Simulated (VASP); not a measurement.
LiSi16 (a cell with a defect), 17 atoms in the cell. The cell holds a defect, 17 atoms: a = 7.679 Å, b = 7.679 Å, c = 7.679 Å, α = 60.00°, β = 60.00°, γ = 60.00°. 

- Program: VASP 6.6.1
- Task: single point
- Functional: PBEsol
- Potentials or basis: VASP PAW PBE potentials, release 64 (Si, Li_sv)
- Cutoff: 520 eV
- k mesh: 2 × 2 × 2
- Occupations: gaussian, width 0.05 eV
- Spin: no spin polarisation
- Dipole correction: no
- Charge: 1
- Further INCAR settings: LREAL = Auto; ALGO = Normal; EDIFF = 1e-06; NBANDS = 48; NELECT = 66.0

Potentials or basis: VASP PAW PBE potentials, release 64 (Si, Li_sv).

Command:

```bash
$ cat potpaw_PBE.64/Si/POTCAR potpaw_PBE.64/Li_sv/POTCAR > POTCAR
$ mpirun -np 1 vasp_std > vasp.out
```

Hardware: 1 thread of AMD EPYC 7R13, with other jobs on the host.

Task: Estimate the wall time of this run.

Result: Run time: 7.2 min on 1 thread of AMD EPYC 7R13 (shared host), peak memory 0.48 GiB. Counts: scf iterations 14, k points 8.
